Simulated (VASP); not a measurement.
# AlN (I4/mmm) in VASP: notebook

Aim: see how the results for AlN move with the level of theory and the settings. Levels: PBE, r2SCAN. Tasks: single point.

Everything below comes from runs of VASP 6.6.1. Logs are shortened: lines on timing, memory, paths and dates and some standing lists are left out, and cuts for length are marked.

### 1 The cell of the first run

Symmetry: I4/mmm, No. 139, tetragonal system. The conventional cell has a = 2.991 Å, b = 2.991 Å, c = 3.908 Å, α = 90.00°, β = 90.00°, γ = 90.00°. Al (site symmetry 4/mmm) has 6 N at 1.95 to 2.11 Å within 2.6 Å. N (site symmetry 4/mmm) has 6 Al at 1.95 to 2.11 Å within 2.6 Å.

### 2 Single point, PBE (epitaxial xy strain +4.8%)

The input, INCAR:

```
PREC = Accurate ; ENCUT = 520
EDIFF = 1E-7 ; ISMEAR = -1
SIGMA = 0.02 ; LREAL = F
LASPH = T ; NELM = 60
ALGO = Normal ; ISIF = 2
LWAVE = F ; LCHARG = T
GGA = PE ; LELF = T
LVHAR = T ; NBANDS = 11
```

The input, KPOINTS:

```
regular mesh
0
Gamma
  10 10 10
```

The input, POSCAR:

```
AlN
1.0
    0.0000000000      2.1149665834      1.9537982600
    2.1149665834      0.0000000000      1.9537982600
    2.1149665834      2.1149665834      0.0000000000
Al N
1 1
Direct
    0.0000000000      0.0000000000      0.0000000000
    0.5000000000      0.5000000000      0.5000000000
```

Potentials or basis: VASP PAW PBE potentials, release 64 (Al, N).

Command:

```
$ cat potpaw_PBE.64/Al/POTCAR potpaw_PBE.64/N/POTCAR > POTCAR
$ mpirun -np 1 vasp_std > vasp.out
```

OUTCAR:

```text
PREC = Accurate
   ENCUT = 520
   EDIFF = 1E-7
   ISMEAR = -1
   LREAL = F
   LASPH = T
   NELM = 60
   ISIF = 2
   GGA = PE

 ion  position               nearest neighbor table
   1  0.000  0.000  0.000-   2 1.95   2 1.95   2 2.11   2 2.11   2 2.11   2 2.11
   2  0.500  0.500  0.500-   1 1.95   1 1.95   1 2.11   1 2.11   1 2.11   1 2.11

  LATTYP: Found a body centered tetragonal cell.
 ALAT       =     2.9910144262
 C/A-ratio  =     1.3064452267

  Lattice vectors:

 A1 = (   0.0000000000,  -2.1149665834,  -1.9537982600)
 A2 = (   0.0000000000,   2.1149665834,  -1.9537982600)
 A3 = (   2.1149665834,   0.0000000000,   1.9537982600)

Analysis of symmetry for initial positions (statically):
=====================================================================
 Subroutine PRICEL returns:
 Original cell was already a primitive cell.

 Routine SETGRP: Setting up the symmetry group for a
 body centered tetragonal supercell.

 Subroutine GETGRP returns: Found 16 space group operations
 (whereof 16 operations were pure point group operations)
 out of a pool of 16 trial point group operations.

The static configuration has the point symmetry D_4h.

Analysis of symmetry for dynamics (positions and initial velocities):
=====================================================================
 Subroutine PRICEL returns:
 Original cell was already a primitive cell.

 Routine SETGRP: Setting up the symmetry group for a
 body centered tetragonal supercell.

 Subroutine GETGRP returns: Found 16 space group operations
 (whereof 16 operations were pure point group operations)
 out of a pool of 16 trial point group operations.

The dynamic configuration has the point symmetry D_4h.

 Subroutine INISYM returns: Found 16 space group operations
 (whereof 16 operations are pure point group operations),
 and found     1 'primitive' translations

----------------------------------------------------------------------------------------

                                     Primitive cell

  volume of cell :      17.4790

  direct lattice vectors                    reciprocal lattice vectors
     0.000000000  2.114966583  1.953798260    -0.236410355  0.236410355  0.255911785
     2.114966583  0.000000000  1.953798260     0.236410355 -0.236410355  0.255911785
     2.114966583  2.114966583  0.000000000     0.236410355  0.236410355 -0.255911785

  length of vectors
     2.879307432  2.879307432  2.991014426     0.421035097  0.421035097  0.421035097

  position of ions in fractional coordinates (direct lattice)
     0.000000000  0.000000000  0.000000000
     0.500000000  0.500000000  0.500000000

  ion indices of the primitive-cell ions
   primitive index   ion index
                 1           1
                 2           2

----------------------------------------------------------------------------------------

 KPOINTS: regular mesh

Automatic generation of k-mesh.
 Grid dimensions read from file:
 generate k-points for:   10   10   10

 Generating k-lattice:

  Cartesian coordinates                     Fractional coordinates (reciprocal lattice)
    -0.023641035  0.023641035  0.025591178     0.100000000 -0.000000000  0.000000000
     0.023641035 -0.023641035  0.025591178    -0.000000000  0.100000000  0.000000000
     0.023641035  0.023641035 -0.025591178     0.000000000  0.000000000  0.100000000

  Length of vectors
     0.042103510  0.042103510  0.042103510

  Shift w.r.t. Gamma in fractional coordinates (k-lattice)
     0.000000000  0.000000000  0.000000000

 Subroutine IBZKPT returns following result:
 ===========================================

 Found    102 irreducible k-points:

 Following reciprocal coordinates:
            Coordinates               Weight
  0.000000  0.000000  0.000000      1.000000
  0.100000  0.000000  0.000000      8.000000
  0.200000  0.000000  0.000000      8.000000
  0.300000  0.000000  0.000000      8.000000
  0.400000  0.000000  0.000000      8.000000
  0.500000  0.000000  0.000000      4.000000
[... 16 lines left out ...]
  0.300000  0.300000  0.000000      2.000000
  0.400000  0.300000  0.000000      8.000000
 [... further k-points ...]
   k-points           NKPTS =    102   k-points in BZ     NKDIM =    102   number of bands    NBANDS=     11
   number of dos      NEDOS =    301   number of ions     NIONS =      2
   total plane-waves  NPLWV =  13824
   dimension x,y,z NGX =    24 NGY =   24 NGZ =   24
   dimension x,y,z NGXF=    48 NGYF=   48 NGZF=   48
   ions per type =               1   1
   NGX,Y,Z   is equivalent  to a cutoff of  13.86, 13.86, 13.34 a.u.
   NGXF,Y,Z  is equivalent  to a cutoff of  27.71, 27.71, 26.68 a.u.
 SYSTEM =  unknown system
   PREC   = accura    normal or accurate (medium, high low for compatibility)
   ISTART =      0    job   : 0-new  1-cont  2-samecut
   ICHARG =      2    charge: 1-file 2-atom 10-const
   ISPIN  =      1    spin polarized calculation?
   LNONCOLLINEAR =      F non collinear calculations
   LSORBIT =      F    spin-orbit coupling
   LASPH  =      T    aspherical Exc in radial PAW
   ENCUT  =  520.0 eV  38.22 Ry    6.18 a.u.   5.35  5.35  5.56*2*pi/ulx,y,z
   NELM   =     60;   NELMIN=  2; NELMDL= -5     # of ELM steps
   EDIFF  = 0.1E-06   stopping-criterion for ELM
   LREAL  =      F    real-space projection
   EDIFFG = 0.1E-05   stopping-criterion for IOM
   NSW    =      0    number of steps for IOM
   IBRION =     -1    ionic relax: 0-MD 1-quasi-New 2-CG
   NFREE  =      0    steps in history (QN), initial steepest desc. (CG)
   ISIF   =      2    stress and relaxation
   ISYM   =      2    0-nonsym 1-usesym 2-fastsym
   POTIM  = 0.5000    time-step for ionic-motion
   TEBEG  =    0.0;   TEEND  =   0.0 temperature during run
   PSTRESS=    0.0 pullay stress
   NELECT =       8.0000    total number of electrons
   NUPDOWN=      -1.0000    fix difference up-down
   EMIN   =  10.00;   EMAX   =-10.00  energy-range for DOS
   EFERMI =   0.00;   METHOD = LEGACY
   ISMEAR =    -1;   SIGMA  =   0.02  broadening in eV -4-tet -1-fermi 0-gaus
   EFERMI_NEDOS =   21; number of points for ismear=-14 and -15
   IALGO  =     38    algorithm
   IMIX   =      4    mixing-type and parameters
     AMIX     =   0.40;   BMIX     =  1.00
     AMIX_MAG =   1.60;   BMIX_MAG =  1.00
  volume/ion in A,a.u.               =       8.74        58.98
  Fermi-wavevector in a.u.,A,eV,Ry     =   1.261632  2.384138 21.656590  1.591714
  Thomas-Fermi vector in A             =   2.395081
   LORBIT       =      0    0 simple, 1 ext, 2 COOP (PROOUT), +10 PAW based schemes
   GGA     = PE    functional components
   LHFCALC =     F    Hartree Fock is set to
   AEXX    =    0.0000 exact exchange contribution
   IVDW    =     0    specifies the selected vdW correction
   LEPSILON=     F    determine dielectric tensor
   LRPA    =     F    only Hartree local field effects (RPA)
 non-spin polarized calculation
  energy-cutoff  :      520.00
  volume of cell :       17.48
 maximum number of plane-waves:       487
 NGX is ok and might be reduce to    24
   NGX = 11   NGY = 11   NGZ = 11

 number of electron       8.0000001 magnetization

 Free energy of the ion-electron system (eV)
  ---------------------------------------------------
  ext. energy  EPLUGINS =         0.00000000
  ---------------------------------------------------
  free energy    TOTEN  =       -14.47791614 eV

  energy without entropy =      -14.47791614  energy(sigma->0) =      -14.47791614

 E-fermi :   9.8483     XC(G=0): -12.0153

 val. band max:        9.4354044459   @ k =   0.0000   0.0000   0.0000
 cond. band min:      13.0061076758   @ k =   0.5000   0.5000   0.0000
 fundamental gap:      3.5707032299
 Fermi energy:         9.8483174533

 k-point     1 :       0.0000    0.0000    0.0000
  band No.  band energies     occupation
      1      -7.8243      2.00000
      2       8.8048      2.00000
      3       9.4354      2.00000
      4       9.4354      2.00000
      5      14.0579      0.00000
      6      20.9705      0.00000
      7      20.9705      0.00000
      8      21.9729      0.00000
      9      25.3917      0.00000
     10      26.1087      0.00000
     11      26.1087      0.00000

 k-point     2 :       0.1000    0.0000    0.0000
  band No.  band energies     occupation
      1      -7.6299      2.00000
      2       8.1041      2.00000
      3       9.0446      2.00000
      4       9.2817      2.00000
      5      14.7278      0.00000
      6      20.3138      0.00000
      7      21.1701      0.00000
      8      21.9328      0.00000
      9      23.9704      0.00000
     10      25.2749      0.00000
     11      27.3608      0.00000

 k-point     3 :       0.2000    0.0000    0.0000
  band No.  band energies     occupation
      1      -7.0656      2.00000
      2       6.1070      2.00000
      3       8.7903      2.00000
      4       8.9132      2.00000
      5      15.5047      0.00000
      6      19.6428      0.00000
      7      20.8150      0.00000
      8      22.2665      0.00000
      9      24.1090      0.00000
     10      24.5704      0.00000
     11      26.6151      0.00000

 k-point     4 :       0.3000    0.0000    0.0000
  band No.  band energies     occupation
      1      -6.2063      2.00000
      2       3.9100      2.00000
      3       8.5110      2.00000
      4       8.5676      2.00000
      5      15.3882      0.00000
      6      19.8860      0.00000
      7      20.2657      0.00000
      8      21.8039      0.00000
      9      25.1007      0.00000
     10      25.9337      0.00000
     11      26.4147      0.00000
[... 239 lines left out ...]
 k-point    22 :      -0.2000    0.2000    0.0000
  band No.  band energies     occupation
      1      -6.0219      2.00000
      2       4.8714      2.00000
      3       6.2984      2.00000
      4       8.5359      2.00000
      5      17.1851      0.00000
      6      19.3113      0.00000
      7      19.3140      0.00000
      8      20.7470      0.00000
      9      23.5854      0.00000
     10      27.6279      0.00000
     11      30.7532      0.00000

 k-point    23 :       0.3000    0.3000    0.0000
  band No.  band energies     occupation
      1      -5.4722      2.00000
      2       4.4918      2.00000
      3       7.0961      2.00000
      4       7.0961      2.00000
      5      15.6156      0.00000
      6      15.6825      0.00000
      7      21.1215      0.00000
      8      23.5761      0.00000
      9      23.5761      0.00000
     10      28.5147      0.00000
     11      32.8804      0.00000

 k-point    24 :       0.4000    0.3000    0.0000
  band No.  band energies     occupation
      1      -4.7325      2.00000
      2       3.5621      2.00000
      3       6.4695      2.00000
      4       6.7972      2.00000
      5      14.8575      0.00000
      6      15.6768      0.00000
      7      21.3639      0.00000
      8      23.5354      0.00000
      9      24.3793      0.00000
     10      30.0005      0.00000
     11      33.6136      0.00000

 [... further k-points ...]
[... 5 lines left out ...]
  --------------------------------------------------------------------------------------
  -------------------------------------------------------------------------------------
  Total       -1.3239689     -1.3239689      0.7207912      0.0000000     -0.0000000     -0.0000000
  in kB     -121.3588971   -121.3588971     66.0698470      0.0000000     -0.0000000     -0.0000000
  external PRESSURE =     -58.8826491 kB  Pullay stress =       0.0000000 kB

 VOLUME and BASIS-vectors are now :
 -----------------------------------------------------------------------------
  energy-cutoff  :      520.00
  volume of cell :       17.48
      direct lattice vectors                 reciprocal lattice vectors
     0.000000000  2.114966583  1.953798260    -0.236410355  0.236410355  0.255911785
     2.114966583  0.000000000  1.953798260     0.236410355 -0.236410355  0.255911785
     2.114966583  2.114966583  0.000000000     0.236410355  0.236410355 -0.255911785

 POSITION                                       TOTAL-FORCE (eV/Angst)
 -----------------------------------------------------------------------------------
      0.00000      0.00000      0.00000         0.000000      0.000000      0.000000
      2.11497      2.11497      1.95380         0.000000      0.000000     -0.000000
 -----------------------------------------------------------------------------------
    total drift:                               -0.000000     -0.000000      0.000000

  FREE ENERGIE OF THE ION-ELECTRON SYSTEM (eV)
  ---------------------------------------------------
  free  energy   TOTEN  =       -14.4779161359 eV

  energy  without entropy=      -14.4779161359  energy(sigma->0) =      -14.47791614
```

It took 26 s on 1 thread of AMD EPYC 7R43 (Zen 3), shared host; peak memory 0.11 GiB.

What came out:

| Item | Value |
| --- | --- |
| Free energy | -14.4779 eV |
| Pressure | -5.9 GPa |
| Band gap on the k mesh | 3.57 eV, indirect (least direct gap 4.62 eV) |

Stress tensor (GPa, compression positive):
```
-12.14   0.00   0.00
  0.00 -12.14   0.00
  0.00   0.00   6.61
```

Levels at points of the mesh, in eV from the valence-band top:
| k point | band 1 | band 2 | band 3 | band 4 | band 5 | band 6 | band 7 | band 8 |
| --- | --- | --- | --- | --- | --- | --- | --- | --- |
| (0.00, 0.00, 0.00) | -17.26 | -0.63 | 0.00 | 0.00 | 4.62 | 11.54 | 11.54 | 12.54 |
| (0.50, 0.00, 0.00) | -14.22 | -8.15 | -1.32 | -1.09 | 5.44 | 9.56 | 11.56 | 12.18 |
| (0.50, 0.50, 0.00) | -12.95 | -6.97 | -3.22 | -3.22 | 3.57 | 4.72 | 13.85 | 15.68 |
| (0.50, 0.00, 0.50) | -13.53 | -7.31 | -3.15 | -2.15 | 4.18 | 5.52 | 12.82 | 15.24 |

Caveat: the cell differs from its parent crystal (epitaxial xy strain +4.8%).

### 3 Single point, r2SCAN (epitaxial xy strain +4.8%)

POSCAR is that of step 2.

The input, INCAR.step1:

```
  PREC = Accurate
  ENCUT = 520
  ISMEAR = 0
  SIGMA = 0.01
  LREAL = F
  LASPH = T
  NELM = 80
  NBANDS = 11
  GGA = PE
  ALGO = Normal
  EDIFF = 1E-4
  LWAVE = T
  LCHARG = F
```

The input, INCAR.step2:

```
  PREC = Accurate
  ENCUT = 520
  EDIFF = 1E-7
  ISMEAR = 0
  SIGMA = 0.01
  LREAL = F
  LASPH = T
  NELM = 80
  ALGO = Normal
  ISIF = 2
  LWAVE = F
  LCHARG = F
  METAGGA = R2SCAN
  LMIXTAU = T
  NBANDS = 11
  ISTART = 1
```

The input, KPOINTS:

```
Automatic mesh
0
Gamma
  10 10 10
```

Potentials or basis: VASP PAW PBE potentials, release 64 (Al, N).

Command:

```
$ cat potpaw_PBE.64/Al/POTCAR potpaw_PBE.64/N/POTCAR > POTCAR
$ cp INCAR.step1 INCAR
$ mpirun -np 1 vasp_std > vasp.out
$ cp INCAR.step2 INCAR
$ mpirun -np 1 vasp_std > vasp.out
```

Wall time 2.7 min (1 thread of AMD EPYC 7R43 (Zen 3), shared host); peak memory 0.11 GiB.

Results (log left out):

| Quantity | Value |
| --- | --- |
| Free energy | -18.7942 eV |
| Pressure | -12.6 GPa |
| Band gap on the k mesh | 4.42 eV, indirect (least direct gap 5.41 eV) |

Stress tensor (GPa, compression positive):
```
-18.76   0.00   0.00
  0.00 -18.76   0.00
  0.00   0.00  -0.42
```

Levels at points of the mesh, in eV from the valence-band top:
```tsv
k point	band 1	band 2	band 3	band 4	band 5	band 6	band 7	band 8	band 9
(0.00, 0.00, 0.00)	-18.11	-0.65	0.00	0.00	5.41	12.25	12.25	13.31	16.68
(0.50, 0.00, 0.00)	-15.09	-8.28	-1.41	-1.16	6.19	10.40	12.48	13.46	16.71
(0.50, 0.50, 0.00)	-13.84	-7.14	-3.33	-3.33	4.42	5.39	15.13	17.07	17.07
(0.50, 0.00, 0.50)	-14.41	-7.47	-3.26	-2.23	5.03	6.18	14.09	16.61	19.20
```

Caveat: the cell differs from its parent crystal (epitaxial xy strain +4.8%); the PAW data sets were made with another functional, which shifts forces and pressure a little. A k mesh can miss the band edges.
